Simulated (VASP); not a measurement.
Input of a VASP 6.6.1 run:

INCAR

```
SYSTEM = NaI
ALGO = Normal ; EDIFF = 1E-6
ENCUT = 520 ; GGA = PE
ISIF = 2 ; ISMEAR = 0
IVDW = 12 ; LASPH = .TRUE.
LCHARG = .FALSE. ; LREAL = .FALSE.
LWAVE = .FALSE. ; NBANDS = 22
NELM = 100 ; PREC = Accurate
SIGMA = 0.05
```

File KPOINTS:

```
k-points
0
G
  6 8 4
  0 0 0
```

Contents of POSCAR:

```
NaI
1.0
    4.7722534545      0.0000000000     -0.4772253455
    0.0000000000      4.1018944388      0.0000000000
   -0.6773778383      0.0000000000      6.2772604272
Na I
2 2
Direct
    0.2500000000      0.5000000000      0.2499880837
    0.7500000000      0.5000000000      0.7500119163
    0.2500000000      0.0000000000      0.7499134626
    0.7500000000      0.0000000000      0.2500865374
```

Potentials or basis: VASP PAW PBE potentials, release 64 (Na_pv, I).

Run with:

```bash
$ cat potpaw_PBE.64/Na_pv/POTCAR potpaw_PBE.64/I/POTCAR > POTCAR
$ mpirun -np 1 vasp_std > vasp.out
```

**Question.** Predict the pressure.

**Answer.** 2.2 GPa.

**Question.** What does it give for the largest force?

**Answer.** 0.004 eV/Å.

**Question.** Predict the band gap on the k mesh.

**Answer.** 1.22 eV.

**Question.** Estimate the dispersion energy per atom.

**Answer.** -0.283 eV.

Stress tensor (GPa, compression positive):
```
 2.27  0.00  5.67
 0.00 -0.51  0.00
 5.67  0.00  4.71
```

Caveat: the cell differs from its parent crystal (engineering shear strain xz -0.2000, normal strain along z -0.0733); the stress differs along the axes, from -1 to 5 GPa; spin-orbit coupling is left out, which moves the levels of the heavy elements. A k mesh can miss the band edges.
